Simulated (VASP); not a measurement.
# SrO (P4/mmm) in VASP: single point with HSE06

Aim: the single point of SrO with HSE06.

All numbers are computed with VASP 6.6.1; they aren't measurements. Logs are shortened: lines on timing, memory, paths and dates and some standing lists are left out, and cuts for length are marked.

### 1 The cell of the first run

It takes space group P4/mmm (No. 123, tetragonal). The conventional cell has a = 3.103 Å, b = 3.103 Å, c = 3.032 Å, α = 90.00°, β = 90.00°, γ = 90.00°. Within 3.5 Å of Sr (site symmetry 4/mmm) lie 8 O at 2.67 Å and 6 Sr at 3.03 to 3.10 Å. O (site symmetry 4/mmm) has 8 Sr at 2.67 Å and 6 O at 3.03 to 3.10 Å within 3.5 Å.

### 2 Single point, HSE06 (uniaxial z strain -2.3%)

POSCAR reads:

```
SrO
1.0
    3.1028650671      0.0000000000      0.0000000000
    0.0000000000      3.1028650671      0.0000000000
    0.0000000000      0.0000000000      3.0324300301
Sr O
1 1
Direct
    0.0000000000      0.0000000000      0.0000000000
    0.5000000000      0.5000000000      0.5000000000
```

INCAR.step1 reads:

```
SYSTEM = SrO
PREC = Accurate
ENCUT = 520
EDIFF = 1E-5
ISMEAR = 0
SIGMA = 0.01
LREAL = .FALSE.
LASPH = .TRUE.
NELM = 60
ALGO = Normal
ISIF = 2
LWAVE = .TRUE.
LCHARG = .FALSE.
GGA = PE
NBANDS = 15
```

INCAR.step2 reads:

```
SYSTEM = SrO
PREC = Accurate
ENCUT = 520
EDIFF = 1E-6
ISMEAR = 0
SIGMA = 0.01
LREAL = .FALSE.
LASPH = .TRUE.
NELM = 60
ALGO = Normal
ISIF = 2
LWAVE = .FALSE.
LCHARG = .FALSE.
GGA = PE
LHFCALC = .TRUE.
HFSCREEN = 0.2079
PRECFOCK = Normal
ISTART = 1
NBANDS = 15
```

KPOINTS reads:

```
Automatic mesh
0
G
  6 6 6
  0 0 0
```

Potentials or basis: VASP PAW PBE potentials, release 64 (Sr_sv, O).

Command:

```bash
$ cat potpaw_PBE.64/Sr_sv/POTCAR potpaw_PBE.64/O/POTCAR > POTCAR
$ cp INCAR.step1 INCAR
$ mpirun -np 1 vasp_std > vasp.out
$ cp INCAR.step2 INCAR
$ mpirun -np 1 vasp_std > vasp.out
```

OUTCAR:

```text
SYSTEM = SrO
   PREC = Accurate
   ENCUT = 520
   EDIFF = 1E-6
   ISMEAR = 0
   LREAL = .FALSE.
   LASPH = .TRUE.
   NELM = 60
   ISIF = 2
   GGA = PE
   LHFCALC = .TRUE.
   HFSCREEN = 0.2079
   PRECFOCK = Normal
   ISTART = 1

 ion  position               nearest neighbor table
   1  0.000  0.000  0.000-   2 2.67   2 2.67   2 2.67   2 2.67   2 2.67   2 2.67   2 2.67   2 2.67

   2  0.500  0.500  0.500-   1 2.67   1 2.67   1 2.67   1 2.67   1 2.67   1 2.67   1 2.67   1 2.67

  LATTYP: Found a simple tetragonal cell.
 ALAT       =     3.1028650671
 C/A-ratio  =     0.9773000000

  Lattice vectors:

 A1 = (   3.1028650671,   0.0000000000,   0.0000000000)
 A2 = (   0.0000000000,   3.1028650671,   0.0000000000)
 A3 = (   0.0000000000,   0.0000000000,   3.0324300301)

Analysis of symmetry for initial positions (statically):
=====================================================================
 Subroutine PRICEL returns:
 Original cell was already a primitive cell.

 Routine SETGRP: Setting up the symmetry group for a
 simple tetragonal supercell.

 Subroutine GETGRP returns: Found 16 space group operations
 (whereof 16 operations were pure point group operations)
 out of a pool of 16 trial point group operations.

The static configuration has the point symmetry D_4h.

Analysis of symmetry for dynamics (positions and initial velocities):
=====================================================================
 Subroutine PRICEL returns:
 Original cell was already a primitive cell.

 Routine SETGRP: Setting up the symmetry group for a
 simple tetragonal supercell.

 Subroutine GETGRP returns: Found 16 space group operations
 (whereof 16 operations were pure point group operations)
 out of a pool of 16 trial point group operations.

The dynamic configuration has the point symmetry D_4h.

 Subroutine INISYM returns: Found 16 space group operations
 (whereof 16 operations are pure point group operations),
 and found     1 'primitive' translations

----------------------------------------------------------------------------------------

                                     Primitive cell

  volume of cell :      29.1955

  direct lattice vectors                    reciprocal lattice vectors
     3.102865067  0.000000000  0.000000000     0.322282787  0.000000000  0.000000000
     0.000000000  3.102865067  0.000000000     0.000000000  0.322282787  0.000000000
     0.000000000  0.000000000  3.032430030     0.000000000  0.000000000  0.329768532

  length of vectors
     3.102865067  3.102865067  3.032430030     0.322282787  0.322282787  0.329768532

  position of ions in fractional coordinates (direct lattice)
     0.000000000  0.000000000  0.000000000
     0.500000000  0.500000000  0.500000000

  ion indices of the primitive-cell ions
   primitive index   ion index
                 1           1
                 2           2

----------------------------------------------------------------------------------------

 KPOINTS: Automatic mesh

Automatic generation of k-mesh.
 Grid dimensions read from file:
 generate k-points for:    6    6    6

 Generating k-lattice:

  Cartesian coordinates                     Fractional coordinates (reciprocal lattice)
     0.053713798  0.000000000  0.000000000     0.166666667  0.000000000  0.000000000
     0.000000000  0.053713798  0.000000000     0.000000000  0.166666667  0.000000000
     0.000000000  0.000000000  0.054961422     0.000000000  0.000000000  0.166666667

  Length of vectors
     0.053713798  0.053713798  0.054961422

  Shift w.r.t. Gamma in fractional coordinates (k-lattice)
     0.000000000  0.000000000  0.000000000

 Subroutine IBZKPT returns following result:
 ===========================================

 Found     40 irreducible k-points:

 Following reciprocal coordinates:
            Coordinates               Weight
  0.000000  0.000000  0.000000      1.000000
  0.166667  0.000000  0.000000      4.000000
  0.333333  0.000000  0.000000      4.000000
  0.500000  0.000000  0.000000      2.000000
  0.166667  0.166667  0.000000      4.000000
  0.333333  0.166667  0.000000      8.000000
[... 16 lines left out ...]
  0.333333  0.000000  0.333333      8.000000
  0.500000  0.000000  0.333333      4.000000
 [... further k-points ...]
   k-points           NKPTS =     40   k-points in BZ     NKDIM =    216   number of bands    NBANDS=     15
   number of dos      NEDOS =    301   number of ions     NIONS =      2
   total plane-waves  NPLWV =  13824
   dimension x,y,z NGX =    24 NGY =   24 NGZ =   24
   dimension x,y,z NGXF=    48 NGYF=   48 NGZF=   48
   ions per type =               1   1
   NGX,Y,Z   is equivalent  to a cutoff of  12.86, 12.86, 13.16 a.u.
   NGXF,Y,Z  is equivalent  to a cutoff of  25.72, 25.72, 26.31 a.u.
 SYSTEM =  SrO
   PREC   = accura    normal or accurate (medium, high low for compatibility)
   ISTART =      1    job   : 0-new  1-cont  2-samecut
   ICHARG =      0    charge: 1-file 2-atom 10-const
   ISPIN  =      1    spin polarized calculation?
   LNONCOLLINEAR =      F non collinear calculations
   LSORBIT =      F    spin-orbit coupling
   LASPH  =      T    aspherical Exc in radial PAW
   ENCUT  =  520.0 eV  38.22 Ry    6.18 a.u.   5.77  5.77  5.64*2*pi/ulx,y,z
   NELM   =     60;   NELMIN=  2; NELMDL=  0     # of ELM steps
   EDIFF  = 0.1E-05   stopping-criterion for ELM
   LREAL  =      F    real-space projection
   EDIFFG = 0.1E-04   stopping-criterion for IOM
   NSW    =      0    number of steps for IOM
   IBRION =     -1    ionic relax: 0-MD 1-quasi-New 2-CG
   NFREE  =      0    steps in history (QN), initial steepest desc. (CG)
   ISIF   =      2    stress and relaxation
   ISYM   =      3    0-nonsym 1-usesym 2-fastsym
   POTIM  = 0.5000    time-step for ionic-motion
   TEBEG  =    0.0;   TEEND  =   0.0 temperature during run
   PSTRESS=    0.0 pullay stress
   NELECT =      16.0000    total number of electrons
   NUPDOWN=      -1.0000    fix difference up-down
   EMIN   =  10.00;   EMAX   =-10.00  energy-range for DOS
   EFERMI =   0.00;   METHOD = LEGACY
   ISMEAR =     0;   SIGMA  =   0.01  broadening in eV -4-tet -1-fermi 0-gaus
   EFERMI_NEDOS =   21; number of points for ismear=-14 and -15
   IALGO  =     38    algorithm
   IMIX   =      1    mixing-type and parameters
     AMIX     =   0.40;   BMIX     =  1.00
     AMIX_MAG =   1.60;   BMIX_MAG =  1.00
  volume/ion in A,a.u.               =      14.60        98.51
  Fermi-wavevector in a.u.,A,eV,Ry     =   1.339705  2.531676 24.419880  1.794811
  Thomas-Fermi vector in A             =   2.468076
   LORBIT       =      0    0 simple, 1 ext, 2 COOP (PROOUT), +10 PAW based schemes
   GGA     = PE    functional components
   LHFCALC =     T    Hartree Fock is set to
   PRECFOCK=normal    Normal, Fast or Accurate (Low or Medium for compatibility)
   ENCUT4O =  -1.0   cutoff for four orbital integrals eV
   NKREDX  =     1    reduce k-point grid by
   NKREDY  =     1    reduce k-point grid by
   NKREDZ  =     1    reduce k-point grid by
   AEXX    =    0.2500 exact exchange contribution
   HFSCREEN=    0.2079 screening length (either q_TF or 0.3 A-1)
   HFSCREENC=   0.2079 screening length for correlation (either q_TF or 0.3 A-1)
   ENCUTFOCK=  -1.0 apply spherical cutoff to Coloumb kernel
   IVDW    =     0    specifies the selected vdW correction
   LEPSILON=     F    determine dielectric tensor
   LRPA    =     F    only Hartree local field effects (RPA)
 non-spin polarized calculation
 Gauss-broadening in eV      SIGMA  =   0.01
  energy-cutoff  :      520.00
  volume of cell :       29.20
 maximum number of plane-waves:       804
 NGX is ok and might be reduce to    24
  NGX = 18; NGY = 18; NGZ = 18

 number of electron      16.0000005 magnetization

 Free energy of the ion-electron system (eV)
  ---------------------------------------------------
  ext. energy  EPLUGINS =         0.00000000
  ---------------------------------------------------
  free energy    TOTEN  =       -13.34122770 eV

  energy without entropy =      -13.34122770  energy(sigma->0) =      -13.34122770

 E-fermi :   2.3852     XC(G=0):  -8.9917

 val. band max:        2.3291858825   @ k =   0.5000   0.5000   0.0000
 cond. band min:       6.4791148844   @ k =   0.0000   0.0000   0.0000
 fundamental gap:      4.1499290020
 Fermi energy:         2.3851608950

 k-point     1 :       0.0000    0.0000    0.0000
  band No.  band energies     occupation
      1     -33.6310      2.00000
      2     -15.0382      2.00000
      3     -13.4845      2.00000
      4     -13.4845      2.00000
      5     -13.3658      2.00000
      6       2.1186      2.00000
      7       2.1186      2.00000
      8       2.2710      2.00000
      9       6.4791      0.00000
     10       6.4969      0.00000
     11       8.7863      0.00000
     12      14.7152      0.00000
     13      14.9800      0.00000
     14      14.9800      0.00000
     15      23.8569      0.00000

 k-point     2 :       0.1667    0.0000    0.0000
  band No.  band energies     occupation
      1     -33.5714      2.00000
      2     -15.6071      2.00000
      3     -13.4272      2.00000
      4     -13.3118      2.00000
      5     -13.1874      2.00000
      6       1.1139      2.00000
      7       1.9473      2.00000
      8       2.1260      2.00000
      9       6.7500      0.00000
     10       7.7945      0.00000
     11       9.9394      0.00000
     12      14.3625      0.00000
     13      14.5673      0.00000
     14      15.1220      0.00000
     15      20.8076      0.00000
[... 365 lines left out ...]
      3     -14.7120      2.00000
      4     -13.2703      2.00000
      5     -13.1424      2.00000
      6       0.2970      2.00000
      7       1.0845      2.00000
      8       1.8840      2.00000
      9       8.5559      0.00000
     10       9.6986      0.00000
     11      12.1255      0.00000
     12      13.0864      0.00000
     13      13.0879      0.00000
     14      15.8404      0.00000
     15      20.4070      0.00000

 k-point    24 :       0.5000    0.0000    0.3333
  band No.  band energies     occupation
      1     -33.1829      2.00000
      2     -15.8857      2.00000
      3     -14.7409      2.00000
      4     -13.6920      2.00000
      5     -13.0955      2.00000
      6       0.4453      2.00000
      7       0.9796      2.00000
      8       1.9664      2.00000
      9       8.4876      0.00000
     10       9.1403      0.00000
     11      12.0893      0.00000
     12      12.1566      0.00000
     13      14.3652      0.00000
     14      18.2748      0.00000
     15      19.8614      0.00000

 [... further k-points ...]

------------------------ aborting loop because EDIFF is reached ----------------------------------------

  FORCE on cell =-STRESS in cart. coord.  units (eV):
  Direction    XX          YY          ZZ          XY          YZ          ZX
  --------------------------------------------------------------------------------------
  -------------------------------------------------------------------------------------
  Total        0.0841832      0.0841832      1.4545362      0.0000000      0.0000000     -0.0000000
  in kB        4.6197586      4.6197586     79.8212544      0.0000000      0.0000000     -0.0000000
  external PRESSURE =      29.6869239 kB  Pullay stress =       0.0000000 kB

 VOLUME and BASIS-vectors are now :
 -----------------------------------------------------------------------------
  energy-cutoff  :      520.00
  volume of cell :       29.20
      direct lattice vectors                 reciprocal lattice vectors
     3.102865067  0.000000000  0.000000000     0.322282787  0.000000000  0.000000000
     0.000000000  3.102865067  0.000000000     0.000000000  0.322282787  0.000000000
     0.000000000  0.000000000  3.032430030     0.000000000  0.000000000  0.329768532

 POSITION                                       TOTAL-FORCE (eV/Angst)
 -----------------------------------------------------------------------------------
      0.00000      0.00000      0.00000         0.000000      0.000000      0.000000
      1.55143      1.55143      1.51622         0.000000      0.000000      0.000000
 -----------------------------------------------------------------------------------
    total drift:                                0.000000     -0.000000      0.000001

  FREE ENERGIE OF THE ION-ELECTRON SYSTEM (eV)
  ---------------------------------------------------
  free  energy   TOTEN  =       -13.3412277044 eV

  energy  without entropy=      -13.3412277044  energy(sigma->0) =      -13.34122770
```

It took 65 min on 1 thread of Oxide Virtual Turin-like, shared host; peak memory 0.24 GiB.

Results:

* Free energy: -13.3412 eV
* Pressure: 3.0 GPa
* Band gap on the k mesh: 4.15 eV (least direct gap 4.21 eV)

Stress tensor (GPa, compression positive):
```
0.46 0.00 0.00
0.00 0.46 0.00
0.00 0.00 7.98
```

Levels at points of the mesh, in eV from the valence-band top:
```csv
k point,band 6,band 7,band 8,band 9,band 10,band 11
"(0.00, 0.00, 0.00)",-0.21,-0.21,-0.06,4.15,4.17,6.46
"(0.50, 0.00, 0.00)",-3.31,-0.92,-0.66,5.39,9.19,11.41
"(0.50, 0.50, 0.00)",-1.42,-1.42,0.00,5.61,6.40,9.54
"(0.00, 0.00, 0.50)",-3.32,-0.87,-0.87,5.58,9.49,11.09
"(0.50, 0.00, 0.50)",-1.48,-1.42,-0.15,5.81,5.98,9.02
"(0.50, 0.50, 0.50)",-3.36,-3.36,-3.34,10.15,10.15,10.50
```

Caveat: the cell differs from its parent crystal (uniaxial z strain -2.3%); the stress differs along the axes, from 0 to 8 GPa; the structure was generated, so it needn't be the stable form of SrO; the PAW data sets were made with another functional, which shifts forces and pressure a little.
